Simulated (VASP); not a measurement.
# Co (P6/mmm) in VASP: notebook

Runs on Co. Level: RPBE. Tasks: single point, relaxation of cell and atoms.

All numbers are computed with VASP 6.6.1; they aren't measurements. Logs are shortened: lines on timing, memory, paths and dates and some standing lists are left out, and cuts for length are marked.

### 1 The cell of the first run

The structure is hexagonal, space group P6/mmm (No. 191). The conventional cell has a = 4.000 Å, b = 4.000 Å, c = 2.460 Å, α = 90.00°, β = 90.00°, γ = 120.00°. Co (site symmetry 6/mmm) has 14 Co at 2.46 to 2.62 Å within 3.2 Å. Co (site symmetry -6m2) has 11 Co at 2.31 to 2.62 Å within 3.1 Å.

This isn't the form of Co at room conditions, which is hcp.

### 2 Single point, RPBE, collinear spin, ferromagnetic start

INCAR reads:

```
ALGO = Normal
EDIFF = 1E-7
ENCUT = 520
GGA = RP
ISIF = 2
ISMEAR = -1
ISPIN = 2
LASPH = T
LCHARG = F
LMAXMIX = 4
LORBIT = 11
LREAL = F
LWAVE = F
MAGMOM = 1.716 1.78 1.78
NBANDS = 24
NELM = 150
PREC = Accurate
SIGMA = 0.05
```

KPOINTS reads:

```
k-points
0
Gamma
  12 12 17
```

POSCAR reads:

```
Co
1.0
    3.9995049241      0.0000000000      0.0000000000
   -1.9997524621      3.4636728668      0.0000000000
    0.0000000000      0.0000000000      2.4602926257
Co
3
Direct
    1.0000000000      0.0000000000      0.0000000000
    0.3333333333      0.6666666667      0.5000000000
    0.6666666667      0.3333333333      0.5000000000
```

Potentials or basis: VASP PAW PBE potentials, release 64 (Co).

Run with:

```sh
$ cat potpaw_PBE.64/Co/POTCAR > POTCAR
$ mpirun -np 1 vasp_std > vasp.out
```

OUTCAR:

```text
EDIFF = 1E-7
   ENCUT = 520
   GGA = RP
   ISIF = 2
   ISMEAR = -1
   ISPIN = 2
   LASPH = T
   LORBIT = 11
   LREAL = F
   NELM = 150
   PREC = Accurate

 ion  position               nearest neighbor table
   1  0.000  0.000  0.000-   2 2.62   3 2.62   2 2.62   3 2.62   2 2.62   2 2.62   3 2.62   3 2.62
                             3 2.62   3 2.62   2 2.62   2 2.62
   2  0.333  0.667  0.500-   3 2.31   3 2.31   3 2.31   1 2.62   1 2.62   1 2.62   1 2.62   1 2.62
                             1 2.62
   3  0.667  0.333  0.500-   2 2.31   2 2.31   2 2.31   1 2.62   1 2.62   1 2.62   1 2.62   1 2.62
                             1 2.62

  LATTYP: Found a hexagonal cell.
 ALAT       =     3.9995049241
 C/A-ratio  =     0.6151492928

  Lattice vectors:

 A1 = (   3.9995049241,   0.0000000000,   0.0000000000)
 A2 = (  -1.9997524621,   3.4636728668,   0.0000000000)
 A3 = (   0.0000000000,   0.0000000000,   2.4602926257)

Analysis of symmetry for initial positions (statically):
=====================================================================
 Subroutine PRICEL returns:
 Original cell was already a primitive cell.

 Routine SETGRP: Setting up the symmetry group for a
 hexagonal supercell.

 Subroutine GETGRP returns: Found 24 space group operations
 (whereof 24 operations were pure point group operations)
 out of a pool of 24 trial point group operations.

The static configuration has the point symmetry D_6h.

Analysis of symmetry for dynamics (positions and initial velocities):
=====================================================================
 Subroutine PRICEL returns:
 Original cell was already a primitive cell.

 Routine SETGRP: Setting up the symmetry group for a
 hexagonal supercell.

 Subroutine GETGRP returns: Found 24 space group operations
 (whereof 24 operations were pure point group operations)
 out of a pool of 24 trial point group operations.

The dynamic configuration has the point symmetry D_6h.

Analysis of structural, dynamic, and magnetic symmetry:
=====================================================================
 Subroutine PRICEL returns:
 Original cell was already a primitive cell.

 Routine SETGRP: Setting up the symmetry group for a
 hexagonal supercell.

 Subroutine GETGRP returns: Found 24 space group operations
 (whereof 24 operations were pure point group operations)
 out of a pool of 24 trial point group operations.

The overall configuration has the point symmetry D_6h.

 Subroutine INISYM returns: Found 24 space group operations
 (whereof 24 operations are pure point group operations),
 and found     1 'primitive' translations

----------------------------------------------------------------------------------------

                                     Primitive cell

  volume of cell :      34.0824

  direct lattice vectors                    reciprocal lattice vectors
     3.999504924  0.000000000  0.000000000     0.250030946  0.144355434  0.000000000
    -1.999752462  3.463672867  0.000000000     0.000000000  0.288710868  0.000000000
     0.000000000  0.000000000  2.460292626     0.000000000  0.000000000  0.406455716

  length of vectors
     3.999504924  3.999504924  2.460292626     0.288710868  0.288710868  0.406455716

  position of ions in fractional coordinates (direct lattice)
     0.000000000  0.000000000  0.000000000
     0.333333333  0.666666667  0.500000000
     0.666666667  0.333333333  0.500000000

  ion indices of the primitive-cell ions
   primitive index   ion index
                 1           1
                 2           2
                 3           3

----------------------------------------------------------------------------------------

 KPOINTS: k-points

Automatic generation of k-mesh.
 Grid dimensions read from file:
 generate k-points for:   12   12   17

 Generating k-lattice:

  Cartesian coordinates                     Fractional coordinates (reciprocal lattice)
     0.020835912  0.012029620  0.000000000     0.083333333  0.000000000  0.000000000
     0.000000000  0.024059239  0.000000000     0.000000000  0.083333333  0.000000000
     0.000000000  0.000000000  0.023909160     0.000000000  0.000000000  0.058823529

  Length of vectors
     0.024059239  0.024059239  0.023909160

  Shift w.r.t. Gamma in fractional coordinates (k-lattice)
     0.000000000  0.000000000  0.000000000

 Subroutine IBZKPT returns following result:
 ===========================================

 Found    171 irreducible k-points:

 Following reciprocal coordinates:
            Coordinates               Weight
  0.000000  0.000000  0.000000      1.000000
  0.083333 -0.000000  0.000000      6.000000
  0.166667 -0.000000  0.000000      6.000000
  0.250000  0.000000  0.000000      6.000000
  0.333333 -0.000000  0.000000      6.000000
  0.416667  0.000000  0.000000      6.000000
[... 16 lines left out ...]
  0.250000  0.000000  0.058824     12.000000
  0.333333 -0.000000  0.058824     12.000000
 [... further k-points ...]
   k-points           NKPTS =    171   k-points in BZ     NKDIM =    171   number of bands    NBANDS=     24
   number of dos      NEDOS =    301   number of ions     NIONS =      3
   total plane-waves  NPLWV =  16200
   dimension x,y,z NGX =    30 NGY =   30 NGZ =   18
   dimension x,y,z NGXF=    60 NGYF=   60 NGZF=   36
   ions per type =               3
   NGX,Y,Z   is equivalent  to a cutoff of  12.47, 12.47, 12.16 a.u.
   NGXF,Y,Z  is equivalent  to a cutoff of  24.94, 24.94, 24.33 a.u.
 SYSTEM =  unknown system
   PREC   = accura    normal or accurate (medium, high low for compatibility)
   ISTART =      0    job   : 0-new  1-cont  2-samecut
   ICHARG =      2    charge: 1-file 2-atom 10-const
   ISPIN  =      2    spin polarized calculation?
   LNONCOLLINEAR =      F non collinear calculations
   LSORBIT =      F    spin-orbit coupling
   LASPH  =      T    aspherical Exc in radial PAW
   ENCUT  =  520.0 eV  38.22 Ry    6.18 a.u.   7.44  7.44  4.57*2*pi/ulx,y,z
   NELM   =    150;   NELMIN=  2; NELMDL= -5     # of ELM steps
   EDIFF  = 0.1E-06   stopping-criterion for ELM
   LREAL  =      F    real-space projection
   EDIFFG = 0.1E-05   stopping-criterion for IOM
   NSW    =      0    number of steps for IOM
   IBRION =     -1    ionic relax: 0-MD 1-quasi-New 2-CG
   NFREE  =      0    steps in history (QN), initial steepest desc. (CG)
   ISIF   =      2    stress and relaxation
   ISYM   =      2    0-nonsym 1-usesym 2-fastsym
   POTIM  = 0.5000    time-step for ionic-motion
   TEBEG  =    0.0;   TEEND  =   0.0 temperature during run
   PSTRESS=    0.0 pullay stress
   NELECT =      27.0000    total number of electrons
   NUPDOWN=      -1.0000    fix difference up-down
   EMIN   =  10.00;   EMAX   =-10.00  energy-range for DOS
   EFERMI =   0.00;   METHOD = LEGACY
   ISMEAR =    -1;   SIGMA  =   0.05  broadening in eV -4-tet -1-fermi 0-gaus
   EFERMI_NEDOS =   21; number of points for ismear=-14 and -15
   IALGO  =     38    algorithm
   IMIX   =      4    mixing-type and parameters
     AMIX     =   0.40;   BMIX     =  1.00
     AMIX_MAG =   1.60;   BMIX_MAG =  1.00
  volume/ion in A,a.u.               =      11.36        76.67
  Fermi-wavevector in a.u.,A,eV,Ry     =   1.514791  2.862540 31.219828  2.294593
  Thomas-Fermi vector in A             =   2.624402
   LORBIT       =     11    0 simple, 1 ext, 2 COOP (PROOUT), +10 PAW based schemes
   GGA     = RP    functional components
   LHFCALC =     F    Hartree Fock is set to
   AEXX    =    0.0000 exact exchange contribution
   IVDW    =     0    specifies the selected vdW correction
   LEPSILON=     F    determine dielectric tensor
   LRPA    =     F    only Hartree local field effects (RPA)
 spin polarized calculation
  energy-cutoff  :      520.00
  volume of cell :       34.08
 maximum number of plane-waves:       940
 NGX is ok and might be reduce to    30
   NGX = 15   NGY = 15   NGZ =  9

 number of electron      27.0000019 magnetization       5.0189459

 Free energy of the ion-electron system (eV)
  ---------------------------------------------------
  ext. energy  EPLUGINS =         0.00000000
  ---------------------------------------------------
  free energy    TOTEN  =       -19.33222876 eV

  energy without entropy =      -19.31512632  energy(sigma->0) =      -19.32367754

 E-fermi :   9.8672     XC(G=0): -13.0136

 val. band max:        9.8652437550   @ k =   0.4167   0.1667   0.0588
 cond. band min:       9.8716410173   @ k =   0.2500   0.1667   0.4118
 fundamental gap:      0.0063972623
 Fermi energy:         9.8672475283

 spin component 1

 k-point     1 :       0.0000    0.0000    0.0000
  band No.  band energies     occupation
      1       1.1575      1.00000
      2       5.2916      1.00000
      3       6.4679      1.00000
      4       6.4679      1.00000
      5       6.5172      1.00000
      6       6.5172      1.00000
[... 16 lines left out ...]
     23      25.5716      0.00000
     24      31.9428      0.00000

 k-point     2 :       0.0833   -0.0000    0.0000
  band No.  band energies     occupation
      1       1.2523      1.00000
      2       5.3077      1.00000
      3       6.1882      1.00000
      4       6.3038      1.00000
      5       6.5386      1.00000
      6       6.7704      1.00000
[... 16 lines left out ...]
     23      25.7138      0.00000
     24      31.9621      0.00000

 k-point     3 :       0.1667   -0.0000    0.0000
  band No.  band energies     occupation
      1       1.5330      1.00000
      2       5.3289      1.00000
      3       5.8661      1.00000
      4       6.2000      1.00000
      5       6.3581      1.00000
      6       6.8196      1.00000
[... 16 lines left out ...]
     23      26.1325      0.00000
     24      32.0201      0.00000
[... 514 lines left out ...]
 k-point    23 :       0.2500    0.0000    0.0588
  band No.  band energies     occupation
      1       2.0761      1.00000
      2       5.2891      1.00000
      3       5.7000      1.00000
      4       6.1219      1.00000
      5       6.1568      1.00000
      6       6.8064      1.00000
[... 16 lines left out ...]
     23      25.7620      0.00000
     24      30.9689      0.00000

 k-point    24 :       0.3333   -0.0000    0.0588
  band No.  band energies     occupation
      1       2.6788      1.00000
      2       5.0685      1.00000
      3       5.4754      1.00000
      4       6.0283      1.00000
      5       6.1861      1.00000
      6       6.6940      1.00000
[... 16 lines left out ...]
     23      26.6017      0.00000
     24      29.1125      0.00000

 [... further k-points ...]

 spin component 2

 k-point     1 :       0.0000    0.0000    0.0000
  band No.  band energies     occupation
      1       1.1057      1.00000
      2       6.5095      1.00000
      3       7.6469      1.00000
      4       7.6469      1.00000
      5       7.6848      1.00000
      6       7.6848      1.00000
[... 16 lines left out ...]
     23      25.6929      0.00000
     24      32.2404      0.00000

 k-point     2 :       0.0833   -0.0000    0.0000
  band No.  band energies     occupation
      1       1.2007      1.00000
      2       6.5112      1.00000
      3       7.3735      1.00000
      4       7.5309      1.00000
      5       7.6621      1.00000
      6       7.8923      1.00000
[... 16 lines left out ...]
     23      25.8441      0.00000
     24      32.2551      0.00000

 k-point     3 :       0.1667   -0.0000    0.0000
  band No.  band energies     occupation
      1       1.4829      1.00000
      2       6.4660      1.00000
      3       7.0229      1.00000
      4       7.4191      1.00000
      5       7.4833      1.00000
      6       8.1978      1.00000
[... 16 lines left out ...]
     23      26.2871      0.00000
     24      32.3003      0.00000
[... 514 lines left out ...]
 k-point    23 :       0.2500    0.0000    0.0588
  band No.  band energies     occupation
      1       2.0317      1.00000
      2       6.3135      1.00000
      3       6.6562      1.00000
      4       7.2605      1.00000
      5       7.5040      1.00000
      6       8.2270      1.00000
[... 16 lines left out ...]
     23      25.9893      0.00000
     24      30.8754      0.00000

 k-point    24 :       0.3333   -0.0000    0.0588
  band No.  band energies     occupation
      1       2.6483      1.00000
      2       5.8604      1.00000
      3       6.2074      1.00000
      4       7.3534      1.00000
      5       7.5922      1.00000
      6       8.1263      1.00000
[... 16 lines left out ...]
     23      26.8625      0.00000
     24      29.1609      0.00000

 [... further k-points ...]
[... 5 lines left out ...]
  --------------------------------------------------------------------------------------
  -------------------------------------------------------------------------------------
  Total       -0.0994215     -0.0994215     -0.0097187      0.0000000      0.0000000      0.0000000
  in kB       -4.6737013     -4.6737013     -0.4568642      0.0000000      0.0000000      0.0000000
  external PRESSURE =      -3.2680890 kB  Pullay stress =       0.0000000 kB

 VOLUME and BASIS-vectors are now :
 -----------------------------------------------------------------------------
  energy-cutoff  :      520.00
  volume of cell :       34.08
      direct lattice vectors                 reciprocal lattice vectors
     3.999504924  0.000000000  0.000000000     0.250030946  0.144355434  0.000000000
    -1.999752462  3.463672867  0.000000000     0.000000000  0.288710868  0.000000000
     0.000000000  0.000000000  2.460292626     0.000000000  0.000000000  0.406455716

 POSITION                                       TOTAL-FORCE (eV/Angst)
 -----------------------------------------------------------------------------------
      0.00000      0.00000      0.00000        -0.000000      0.000000      0.000000
     -0.00000      2.30912      1.23015         0.000000      0.000000      0.000000
      1.99975      1.15456      1.23015        -0.000000      0.000000      0.000000
 -----------------------------------------------------------------------------------
    total drift:                               -0.000000      0.000000      0.000000

  FREE ENERGIE OF THE ION-ELECTRON SYSTEM (eV)
  ---------------------------------------------------
  free  energy   TOTEN  =       -19.3322287649 eV

  energy  without entropy=      -19.3151263231  energy(sigma->0) =      -19.32367754

 total charge

# of ion       s       p       d       tot
------------------------------------------
    1        0.453   0.469   7.225   8.146
    2        0.488   0.497   7.251   8.236
    3        0.488   0.497   7.251   8.236
--------------------------------------------------
tot          1.429   1.463  21.728  24.619

 magnetization (x)

# of ion       s       p       d       tot
------------------------------------------
    1       -0.009  -0.056   1.734   1.668
    2       -0.012  -0.052   1.783   1.720
    3       -0.012  -0.052   1.783   1.720
--------------------------------------------------
tot         -0.032  -0.160   5.300   5.107
```

Run time: 7.7 min. Hardware: 1 thread of AMD EPYC 7R43 (Zen 3), shared host; peak memory 0.26 GiB.

What came out:

| Quantity | Value |
| --- | --- |
| Free energy | -19.3322 eV |
| Pressure | -0.3 GPa |
| Band gap on the k mesh | zero (filled and empty bands overlap) |
| Net moment | 5.02 μB per cell |
| Site moments | Co +1.67, +1.72 (each value once) μB |
| Valence electrons inside the program's atomic spheres | Co 8.15, 8.24 (each value once) |

Stress tensor (GPa, compression positive):
```
-0.47  0.00  0.00
 0.00 -0.47  0.00
 0.00  0.00 -0.05
```

Levels at points of the mesh, in eV from the Fermi level:
Spin up:
| k point | band 14 | band 15 | band 16 | band 17 | band 18 | band 19 |
| --- | --- | --- | --- | --- | --- | --- |
| (0.00, 0.00, 0.00) | -1.96 | -0.87 | -0.87 | 6.13 | 6.13 | 6.14 |
| (0.50, 0.00, 0.00) | -1.19 | -1.08 | -0.82 | -0.72 | 0.24 | 6.40 |
Spin down:
```
           k point  band 7  band 8  band 9  band 10  band 11  band 12  band 13  band 14  band 15  band 16
(0.00, 0.00, 0.00)   -1.84   -1.19   -0.65    -0.65    -0.08    -0.08    -0.07    -0.07     1.27     1.27
(0.50, 0.00, 0.00)   -1.39   -1.21   -0.71     0.02     0.03     0.12     0.57     0.90     0.90     0.94
```

Caveat: the PAW data sets were made with another functional, which shifts forces and pressure a little.

### 3 Relaxation of cell and atoms, RPBE, collinear spin, ferromagnetic start

This run uses another cell than the first one, of 11.07 Å³/atom.

INCAR reads:

```
SYSTEM = Co
PREC = Accurate
ENCUT = 600
EDIFF = 1E-6
ISMEAR = -1
SIGMA = 0.05
LREAL = .FALSE.
LASPH = .TRUE.
NELM = 150
ALGO = Normal
ISIF = 3
LWAVE = .FALSE.
LCHARG = .FALSE.
ISPIN = 2
MAGMOM = 1.7 1.7 1.7
LORBIT = 11
LMAXMIX = 4
GGA = RP
IBRION = 2
NSW = 80
EDIFFG = -0.01
```

KPOINTS reads:

```
Automatic mesh
0
G
  9 9 13
  0 0 0
```

POSCAR reads:

```
Co
1.0
    3.9701439143      0.0000000000      0.0000000000
   -1.9850719572      3.4382454865      0.0000000000
    0.0000000000      0.0000000000      2.4336982195
Co
3
Direct
    0.0000000000      0.0000000000      0.0000000000
    0.3333333333      0.6666666667      0.5000000000
    0.6666666667      0.3333333333      0.5000000000
```

Potentials or basis: VASP PAW PBE potentials, release 64 (Co).

Run with:

```sh
$ cat potpaw_PBE.64/Co/POTCAR > POTCAR
$ mpirun -np 1 vasp_std > vasp.out
```

Wall time 13 min (1 thread of AMD EPYC 7R13, shared host); peak memory 0.21 GiB.

It converged, with:

| Property | Result |
| --- | --- |
| Free energy | -19.3360 eV |
| Relaxed volume | 11.33 Å³/atom |
| Relaxed cell | a = 3.995 Å, b = 3.995 Å, c = 2.458 Å, α = 90.00°, β = 90.00°, γ = 120.00° |
| Space group after relaxing (to 0.1 Å) | P6/mmm (No. 191) |
| Energy gained by relaxing | 3.7 meV/atom |
| Ionic steps | 6 |
| Pressure after relaxing | 0.1 GPa |
| Band gap on the k mesh | zero (filled and empty bands overlap) |
| Net moment | 5.01 μB per cell |
| Site moments | Co +1.66, +1.72 (each value once) μB |
| Valence electrons inside the program's atomic spheres | Co 8.15, 8.24 (each value once) |

The path:
```
step  energy change (eV)  largest force (eV/Å)  pressure (GPa)  volume (Å³)
   1              0.0000                0.0000            4.65        33.22
   2             -0.0006                0.0000           -4.14        34.79
   3             -0.0111                0.0000           -0.05        34.00
   4             -0.0111                0.0000            0.05        33.98
   5             -0.0112                0.0000            0.13        33.98
   6             -0.0112                0.0000            0.11        33.98
```

Final structure:
```
CELL_PARAMETERS angstrom
3.99543 0.00000 0.00000
-1.99772 3.46014 0.00000
0.00000 0.00000 2.45797
ATOMIC_POSITIONS crystal
Co 0.00000 0.00000 0.00000
Co 0.33333 0.66667 0.50000
Co 0.66667 0.33333 0.50000
```

Levels at points of the mesh, in eV from the Fermi level:
Spin up:
| k point | band 13 | band 14 | band 15 | band 16 | band 17 | band 18 | band 19 | band 20 |
| --- | --- | --- | --- | --- | --- | --- | --- | --- |
| (0.00, 0.00, 0.00) | -1.96 | -1.96 | -0.87 | -0.87 | 6.15 | 6.15 | 6.16 | 6.16 |
Spin down:
| k point | band 8 | band 9 | band 10 | band 11 | band 12 | band 13 | band 14 | band 15 |
| --- | --- | --- | --- | --- | --- | --- | --- | --- |
| (0.00, 0.00, 0.00) | -1.20 | -0.66 | -0.66 | -0.08 | -0.08 | -0.07 | -0.07 | 1.27 |

Caveat: the PAW data sets were made with another functional, which shifts forces and pressure a little.
